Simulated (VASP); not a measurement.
Here is a VASP 6.6.1 calculation.

The input INCAR:

```
PREC = Accurate ; ENCUT = 520
EDIFF = 1E-6 ; ISMEAR = -1
SIGMA = 0.03 ; LREAL = F
LASPH = T ; NELM = 60
ALGO = Normal ; ISIF = 2
LWAVE = F ; LCHARG = T
GGA = PS ; LELF = T
LVHAR = T ; NBANDS = 30
```

KPOINTS

```
Automatic mesh
0
Gamma
  9 9 4
```

File POSCAR:

```
Na2HfO3
1.0
    3.3282655786      0.0000000000      0.0000000000
   -1.6641327893      2.8823625416      0.0000000000
    0.0000000000      0.0000000000      8.6769458910
Na Hf O
2 1 3
Direct
    0.3333333333      0.6666666667      0.6208850923
    0.6666666667      0.3333333333      0.3791149077
    0.0000000000      0.0000000000      0.0000000000
    0.3333333333      0.6666666667      0.1062464970
    0.6666666667      0.3333333333      0.8937535030
    0.0000000000      0.0000000000      0.5000000000
```

Potentials or basis: VASP PAW PBE potentials, release 64 (Na_pv, Hf_pv, O).

Run with:

```console
$ cat potpaw_PBE.64/Na_pv/POTCAR potpaw_PBE.64/Hf_pv/POTCAR potpaw_PBE.64/O/POTCAR > POTCAR
$ mpirun -np 1 vasp_std > vasp.out
```

Q: Predict the band gap on the k mesh.

A: Zero (band 21 reaches 3.39 eV, above the bottom of band 22 at 3.22 eV).

Q: What does it give for the largest force?

A: 0.157 eV/Å.

Q: Predict the pressure.

A: -0.9 GPa.

Forces in eV/Å, atoms in the order of the input:
```
Na   0.000  0.000  0.050
Na   0.000  0.000 -0.050
Hf   0.000  0.000  0.000
O    0.000  0.000 -0.157
O    0.000  0.000  0.157
O    0.000  0.000  0.000
```

Caveat: the PAW data sets were made with another functional, which shifts forces and pressure a little; spin-orbit coupling is left out, which moves the levels of the heavy elements.
